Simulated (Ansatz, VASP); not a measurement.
# Two plane-wave programs on Os

```
Os
1.0
     2.77008    0.00000    0.00000
    -1.38504    2.39896    0.00000
     0.00000    0.00000    4.37654
Os
2
Direct
  0.66667 0.33333 0.75000
  0.33333 0.66667 0.25000
```

Alike in both runs: task single point; functional PBE-based screened hybrid with a share of 0.25 of exact exchange and HFSCREEN = 0.3; k mesh 6 × 6 × 3; occupations fermi-dirac, width 0.05 eV; no spin polarisation.

|  | VASP | Ansatz |
| --- | --- | --- |
| version | VASP 6.6.1 | Ansatz 0.2.0 |
| potentials or method | VASP PAW PBE potentials, release 64 (Os) | Ansatz PAW |
| plane-wave cutoff (eV) | 520 | 420 |
| valence electrons in the cell | 16 | 32 |

```csv
,VASP,Ansatz,Ansatz less VASP
gap on the k mesh at the Fermi level (eV),none,none,-
pressure (GPa),-18.0,-19.0,-1.01
"traceless stress, the component that is largest in VASP (GPa)",-3.23,-3.49,-0.257
```

VASP's potentials were made for PBE, not for PBE-based screened hybrid. A gap of «none» marks a metal or a gap that the smearing closes. VASP's potentials hold 16 valence electrons a cell and Ansatz's 32, so a difference there can come from the potentials and not from the codes.

The k mesh is coarse, so the values compare programs but aren't converged. Neither program's run includes spin-orbit coupling.
